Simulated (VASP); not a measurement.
A run of VASP 6.6.1 is set up as follows.

Contents of INCAR:

```
SYSTEM = Pt
PREC = Accurate ; ENCUT = 520
EDIFF = 1E-6 ; ISMEAR = 0
SIGMA = 0.15 ; LREAL = .FALSE.
LASPH = .TRUE. ; NELM = 150
ALGO = Fast ; ISIF = 2
LWAVE = .FALSE. ; LCHARG = .FALSE.
ISPIN = 2 ; MAGMOM = 0.1
LORBIT = 11 ; NUPDOWN = 0.1
LMAXMIX = 4 ; GGA = PS
NBANDS = 15
```

The input KPOINTS:

```
Automatic mesh
0
G
  22 22 22
  0 0 0
```

The input POSCAR:

```
Pt
1.0
    0.0000000000      2.0160787243      2.0160787243
    2.0160787243      0.0000000000      2.0160787243
    2.0160787243      2.0160787243      0.0000000000
Pt
1
Direct
    0.0000000000      0.0000000000      0.0000000000
```

Potentials or basis: VASP PAW PBE potentials, release 64 (Pt).

Launch:

```sh
$ cat potpaw_PBE.64/Pt/POTCAR > POTCAR
$ mpirun -np 1 vasp_std > vasp.out
```

(1) Estimate the pressure.

Results:

(1) -19.9 GPa.

Caveat: the PAW data sets were made with another functional, which shifts forces and pressure a little; the total moment is fixed, so each spin has its own Fermi level.
